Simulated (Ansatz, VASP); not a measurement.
## MgO: VASP beside Ansatz

POSCAR

```
MgO
1.0
    0.0000000000      2.1021086852      2.1021086852
    2.1021086852      0.0000000000      2.1021086852
    2.1021086852      2.1021086852      0.0000000000
Mg O
1 1
Direct
    0.0059464099     -0.0059464099      0.0059464099
    0.5000000000      0.5000000000      0.5000000000
```

INCAR.step1

```
SYSTEM = MgO
  PREC = Accurate
  ENCUT = 920
  ISMEAR = 0
  SIGMA = 0.05
  LREAL = .False.
  LASPH = .True.
  NELM = 120
  NBANDS = 15
  GGA = PE
  ALGO = Normal
  EDIFF = 1E-5
  LWAVE = .True.
  LCHARG = .False.
  GGA_COMPAT = .False.
```

The input INCAR.step2:

```
SYSTEM = MgO
  PREC = Accurate
  ENCUT = 920
  EDIFF = 1E-6
  ISMEAR = 0
  SIGMA = 0.05
  LREAL = .False.
  LASPH = .True.
  NELM = 120
  ALGO = Normal
  ISIF = 2
  LWAVE = .False.
  LCHARG = .False.
  METAGGA = R2SCAN
  LMIXTAU = .True.
  NBANDS = 15
  ISTART = 1
  GGA_COMPAT = .False.
```

The input KPOINTS:

```
Automatic mesh
0
Gamma
  10 10 10
  0 0 0
```

Input for Ansatz:

```yaml
crystal:
  lattice:
    - [0.0, 2.1021086852, 2.1021086852]
    - [2.1021086852, 0.0, 2.1021086852]
    - [2.1021086852, 2.1021086852, 0.0]
  atoms:
    - { symbol: Mg, position: [0.0059464099, -0.0059464099, 0.0059464099] }
    - { symbol: O, position: [0.5, 0.5, 0.5] }
basis:
  ecutwfc: 500
kpoints:
  mp_grid: { grid: [10, 10, 10] }
hamiltonian:
  xc: r2scan
scf:
  occupations: { method: gaussian, width: 0.05 }
output:
  forces: true
  stress: true
  eigenvalues: true
```

Change from the starting cell: all Mg atoms moved +0.025 Å, as atom 1 along Cartesian [0 1 0].

Alike in both runs: task single point; functional r2SCAN; k mesh 10 × 10 × 10; occupations gaussian, width 0.05 eV; no spin polarisation.

|  | VASP | Ansatz |
| --- | --- | --- |
| version | VASP 6.6.1 | Ansatz 0.2.0 |
| potentials or method | VASP PAW PBE potentials, release 64 (Mg_sv, O), cutoff 920 eV | scalar-relativistic, plane waves, PAW |
| valence electrons in the cell | 16 | 16 |

|  | VASP | Ansatz | Ansatz less VASP |
| --- | --- | --- | --- |
| gap on the k mesh at the Fermi level (eV) | 5.70 | 5.69 | -0.016 |
| least direct gap on the mesh (eV) | 5.70 | 5.69 | -0.016 |
| pressure (GPa) | 0.6 | 0.1 | -0.53 |
| traceless stress, the component that is largest in VASP (GPa) | 0.19 | 0.15 | -0.036 |
| rms of the force components (eV/Å) | 0.074 | 0.082 | +0.0078 |

VASP's potentials were made for PBE, not for r2SCAN. Atom by atom the forces differ by 0.008 eV/Å (rms over components).
